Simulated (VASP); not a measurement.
Here is a VASP 6.6.1 calculation.

File INCAR:

```
PREC = Accurate
ENCUT = 660
EDIFF = 1E-8
ISMEAR = 0
SIGMA = 0.01
LREAL = False
LASPH = True
NELM = 120
ALGO = Normal
ISIF = 3
LWAVE = False
LCHARG = False
METAGGA = R2SCAN
LMIXTAU = True
NBANDS = 19
IBRION = 6
NFREE = 2
POTIM = 0.015
NSW = 1
GGA_COMPAT = False
KPAR = 4
```

Contents of KPOINTS:

```
regular mesh
0
Gamma
  8 8 8
```

POSCAR

```
CaF2
1.0
    0.0000000000      2.6829050173      2.6829050173
    2.6829050173      0.0000000000      2.6829050173
    2.6829050173      2.6829050173      0.0000000000
Ca F
1 2
Direct
    0.0000000000      0.0000000000      0.0000000000
    0.2500000000      0.2500000000      0.2500000000
    0.7500000000      0.7500000000      0.7500000000
```

Potentials or basis: VASP PAW PBE potentials, release 64 (Ca_sv, F).

Run with:

```bash
$ cat potpaw_PBE.64/Ca_sv/POTCAR potpaw_PBE.64/F/POTCAR > POTCAR
$ mpirun -np 4 vasp_std > vasp.out
```

Q: What does it give for the elastic constants C11, C12, C44?

A: 192, 64, 41 GPa.

Q: Estimate the Voigt bulk modulus.

A: 107 GPa.

Q: Predict the highest phonon frequency at Γ, LO-TO splitting left out.

A: 354 cm⁻¹.

Clamped-ion elastic tensor (GPa):
```
192  64  64   0   0   0
 64 192  64   0   0   0
 64  64 192   0   0   0
  0   0   0  59   0   0
  0   0   0   0  59   0
  0   0   0   0   0  59
```

Caveat: the cell is under stress, which shifts elastic constants; the PAW data sets were made with another functional, which shifts forces and pressure a little.
